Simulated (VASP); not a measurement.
Wanted: the native input for a VASP 6.6.1 run.

```
Task                   : single point
Functional             : PBE
Potentials or basis    : VASP PAW PBE potentials, release 64 (B, N)
Cutoff                 : 520 eV
k mesh                 : 15 × 15 × 15
Occupations            : fermi-dirac, width 0.08 eV
Spin                   : no spin polarisation
Dipole correction      : no
Further INCAR settings : ALGO = Normal; EDIFF = 1e-06; NBANDS = 11
```

The structure of BN (rocksalt type) lies in POSCAR:

```
BN
1.0
    0.0000000000      1.5096012912      1.5096012912
    1.5096012912      0.0000000000      1.5096012912
    1.5096012912      1.5096012912      0.0000000000
B N
1 1
Direct
    0.0000000000      0.0000000000      0.0000000000
    0.5000000000      0.5000000000      0.5000000000
```

This cell differs from its parent crystal: volume scaled by 0.64.

The input as run:

INCAR

```
  PREC = Accurate
  ENCUT = 520
  EDIFF = 1E-6
  ISMEAR = -1
  SIGMA = 0.08
  LREAL = False
  LASPH = True
  NELM = 60
  ALGO = Normal
  ISIF = 2
  LWAVE = False
  LCHARG = False
  GGA = PE
  NBANDS = 11
```

KPOINTS

```
regular mesh
0
Gamma
  15 15 15
```

Potentials or basis: VASP PAW PBE potentials, release 64 (B, N).

Run with:

```bash
$ cat potpaw_PBE.64/B/POTCAR potpaw_PBE.64/N/POTCAR > POTCAR
$ mpirun -np 1 vasp_std > vasp.out
```

Results of the run:

```yaml
Pressure: 393.8 GPa
Band_gap_on_the_k_mesh: 5.16 eV, indirect (least direct gap 7.54 eV)
```

Wall time 3.5 s on 1 thread of Intel(R) Xeon(R) Platinum 8488C (Sapphire Rapids), on a shared host, peak memory 0.11 GiB.
